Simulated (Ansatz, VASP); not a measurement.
**CuO: VASP beside Ansatz**

Contents of INCAR:

```
  PREC = Accurate
  ENCUT = 520
  EDIFF = 1E-7
  ISMEAR = -1
  SIGMA = 0.02
  LREAL = False
  LASPH = True
  NELM = 100
  ALGO = Fast
  ISIF = 2
  LWAVE = False
  LCHARG = False
  GGA = PS
  NBANDS = 25
```

KPOINTS

```
regular mesh
0
Gamma
  16 16 8
```

The input POSCAR:

```
CuO
1.0
    2.3446500000     -1.7134000000      0.0000000000
    2.3446500000      1.7134000000      0.0000000000
   -0.8605500000      0.0000000000      5.0594400000
Cu O
2 2
Direct
    0.0032000000      0.4968000000      0.0000000000
    0.4968000000      0.0032000000      0.5000000000
    0.5714000000      0.4056000000      0.2537000000
    0.4056000000      0.5714000000      0.7537000000
```

Input for Ansatz:

```yaml
crystal:
  lattice:
    - [2.34465, -1.7134, 0.0]
    - [2.34465, 1.7134, 0.0]
    - [-0.86055, 0.0, 5.05944]
  atoms:
    - { symbol: Cu, position: [0.0032, 0.4968, 0.0] }
    - { symbol: Cu, position: [0.4968, 0.0032, 0.5] }
    - { symbol: O, position: [0.5714, 0.4056, 0.2537] }
    - { symbol: O, position: [0.4056, 0.5714, 0.7537] }
basis:
  ecutwfc: 420
kpoints:
  mp_grid: { grid: [16, 16, 8] }
hamiltonian:
  xc: pbesol
scf:
  occupations: { method: fermi_dirac, width: 0.02 }
output:
  forces: true
  stress: true
  eigenvalues: true
```

Alike in both runs: task single point; functional PBEsol; k mesh 16 × 16 × 8; occupations fermi-dirac, width 0.02 eV; no spin polarisation.

|  | VASP | Ansatz |
| --- | --- | --- |
| version | VASP 6.6.1 | Ansatz 0.2.0 |
| potentials or method | VASP PAW PBE potentials, release 64 (Cu, O), cutoff 520 eV | scalar-relativistic, plane waves, PAW |
| valence electrons in the cell | 34 | 50 |

```csv
,VASP,Ansatz,Ansatz less VASP
gap on the k mesh at the Fermi level (eV),none,none,-
pressure (GPa),-2.0,-2.7,-0.70
"traceless stress, the component that is largest in VASP (GPa)",1.91,2.28,+0.369
rms of the force components (eV/Å),0.432,0.424,-0.0072
```

VASP's potentials were made for PBE, not for PBEsol. Atom by atom the forces differ by 0.022 eV/Å (rms over components). A gap of «none» marks a metal or a gap that the smearing closes. VASP's potentials hold 34 valence electrons a cell and Ansatz's 50, so a difference there can come from the potentials and not from the codes.
